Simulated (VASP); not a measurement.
Sb, 4 atoms in the cell. The typed cell holds 4 atoms: a = 5.112 Å, b = 5.112 Å, c = 5.112 Å, α = 90.00°, β = 90.00°, γ = 90.00°. 

```yaml
Program: VASP 6.6.1
Task: relaxation of cell and atoms
Functional: PBE
Potentials_or_basis: VASP PAW PBE potentials, release 64 (Sb)
Cutoff: 600 eV
k_mesh: 10 × 10 × 10
Occupations: gaussian, width 0.1 eV
Spin: no spin polarisation
Dipole_correction: no
Further_INCAR_settings: ALGO = Normal; EDIFF = 1e-07; IBRION = 2; EDIFFG = -0.01; NSW = 100; ISIF = 3
```

Potentials or basis: VASP PAW PBE potentials, release 64 (Sb).

The run is started by

```bash
$ cat potpaw_PBE.64/Sb/POTCAR > POTCAR
$ mpirun -np 1 vasp_std > vasp.out
```

Hardware: 1 thread of Intel(R) Xeon(R) Platinum 8124M CPU @ 3.00GHz (Skylake/Cascade Lake), on a shared host.

**Question.** How long does it take, and how much memory?

**Answer.** Run time: 96 s on 1 thread of Intel(R) Xeon(R) Platinum 8124M CPU @ 3.00GHz (Skylake/Cascade Lake), with other jobs on the host, peak memory 0.34 GiB. Counts: scf iterations 13, k points 76, ion steps 1.
